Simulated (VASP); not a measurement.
Here is a VASP 6.6.1 calculation.

Contents of INCAR:

```
SYSTEM = LiF
PREC = Accurate
ENCUT = 520
EDIFF = 1E-8
ISMEAR = -1
SIGMA = 0.03
LREAL = .FALSE.
LASPH = .TRUE.
NELM = 60
ALGO = Normal
ISIF = 2
LWAVE = .FALSE.
LCHARG = .FALSE.
GGA = PE
LEFG = .TRUE.
NBANDS = 12
```

The input KPOINTS:

```
regular mesh
0
G
  10 10 10
  0 0 0
```

The input POSCAR:

```
LiF
1.0
    0.0402800000      2.0341400000      2.0341400000
    2.0341400000      0.0402800000      2.0341400000
    2.0341400000      2.0341400000      0.0402800000
Li F
1 1
Direct
    0.0000000000      0.0000000000      0.0000000000
    0.5000000000      0.5000000000      0.5000000000
```

Potentials or basis: VASP PAW PBE potentials, release 64 (Li_sv, F).

Command:

```bash
$ cat potpaw_PBE.64/Li_sv/POTCAR potpaw_PBE.64/F/POTCAR > POTCAR
$ mpirun -np 1 vasp_std > vasp.out
```

Task: Estimate the band gap on the k mesh.

Result: 9.03 eV, direct.

Electric field gradients, principal values (V/Å²):
| atom | least | middle | greatest (by size) |
| --- | --- | --- | --- |
| 1 Li | 0.105 | 0.105 | -0.209 |
| 2 F | -2.717 | -2.717 | 5.434 |

Caveat: the cell differs from its parent crystal (equal xy, yz and zx shear strains of +2 %); without QUAD_EFG the Cq values of the log hold for a quadrupole moment of 1 mb, not for the nuclei. A k mesh can miss the band edges.
